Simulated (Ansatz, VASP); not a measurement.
# HfB in VASP and in Ansatz

```xyz
2
Lattice="0.0000 2.3553 2.3553 2.3553 0.0000 2.3553 2.3553 2.3553 0.0000" Properties=species:S:1:pos:R:3 pbc="T T T"
Hf    2.3553    2.3553    2.3553
B     0.0000    0.0000    0.0000
```

Alike in both runs: task single point; functional HSE06; k mesh 6 × 6 × 6; occupations fermi-dirac, width 0.05 eV; no spin polarisation.

|  | VASP | Ansatz |
| --- | --- | --- |
| version | VASP 6.6.1 | Ansatz 0.2.0 |
| potentials or method | VASP PAW PBE potentials, release 64 (Hf_pv, B) | Ansatz PAW |
| plane-wave cutoff (eV) | 520 | 420 |
| valence electrons in the cell | 13 | 29 |

Ansatz gave:

* gap on the k mesh at the Fermi level (eV): none
* pressure (GPa): 15.2

Which values does VASP return?

gap on the k mesh at the Fermi level (eV): none; pressure (GPa): 13.5.

A gap of «none» marks a metal or a gap that the smearing closes. With one functional, cell and mesh, what is left measures potentials, basis and numerics. VASP's potentials hold 13 valence electrons a cell and Ansatz's 29, so a difference there can come from the potentials and not from the codes.

The k mesh is coarse, so the values compare programs but aren't converged. Spin-orbit coupling is off throughout.
